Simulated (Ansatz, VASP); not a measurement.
**One calculation of La, two programs**

INCAR

```
PREC     = Accurate       # precision mode
ENCUT    = 500            # plane-wave cutoff, eV
EDIFF    = 1E-6           # SCF threshold, eV
ISMEAR   = 1              # smearing method
SIGMA    = 0.025          # smearing width, eV
LREAL    = False          # projectors in reciprocal space
LASPH    = True           # aspherical terms in the spheres
NELM     = 200            # most SCF steps
ALGO     = Normal         # electronic algorithm
ISIF     = 2              # what is computed and relaxed
LWAVE    = False          # write WAVECAR
LCHARG   = False          # write CHGCAR
ISPIN    = 2              # spin polarisation
MAGMOM   = 1              # initial moments
LORBIT   = 11             # projections on sites
NUPDOWN  = 1.0            # fixed moment
LMAXMIX  = 6              # l up to which the mixer works
GGA      = LIBXC          # functional
LIBXC1   = GGA_X_PBE    
LIBXC2   = LDA_C_PW     
NBANDS   = 16             # bands
GGA_COMPAT= False
```

KPOINTS

```
Automatic mesh
0
Gamma
  9 9 9
```

File POSCAR:

```
La
1.0
    0.0000000000      2.5914950506      2.5914950506
    2.5914950506      0.0000000000      2.5914950506
    2.5914950506      2.5914950506      0.0000000000
La
1
Direct
    0.0000000000      0.0000000000      0.0000000000
```

Contents of input.yaml:

```yaml
crystal:
  lattice:
    - [0.0, 2.5914950506, 2.5914950506]
    - [2.5914950506, 0.0, 2.5914950506]
    - [2.5914950506, 2.5914950506, 0.0]
  atoms:
    - { symbol: La, position: [0.0, 0.0, 0.0], spin: 1.0 }
kpoints:
  mp_grid: { grid: [9, 9, 9] }
scf:
  occupations: { method: cold, width: 0.025 }
hamiltonian:
  xc: { exchange: pbe, correlation: lda }
  pseudopotentials: { kind: all_electron, lapw: { basis_error: 0.001 } }
magnetization:
  spin_polarized: true
  initial_magnetization: 1.0
  spin_locking: { lock_magnetization: hard }
output:
  forces: true
  stress: true
  eigenvalues: true
```

Change from the starting cell: volume scaled by 0.94.

Alike in both runs: task single point; functional pbe exchange, lda correlation; k mesh 9 × 9 × 9; collinear spin; fixed moment 1 μB.

|  | VASP | Ansatz |
| --- | --- | --- |
| version | VASP 6.6.1 | Ansatz 0.2.0 |
| potentials or method | VASP PAW PBE potentials, release 64 (La), cutoff 500 eV | all-electron LAPW, scalar-relativistic |
| occupations | methfessel-paxton of order 1, width 0.025 eV | cold, width 0.025 eV |

Ansatz gave:

* pressure (GPa): 6.8
* size of the moment on the site where the two differ most (μB): 0.78

Which values does VASP return?

Pressure (GPa): 6.8; size of the moment on the site where the two differ most (μB): 0.47.

VASP's potentials were made for PBE, not for pbe exchange, lda correlation. Site moments also hang on the region over which each program counts them. Ansatz ran all-electron here, and VASP with PAW potentials.

Neither program's run includes spin-orbit coupling.
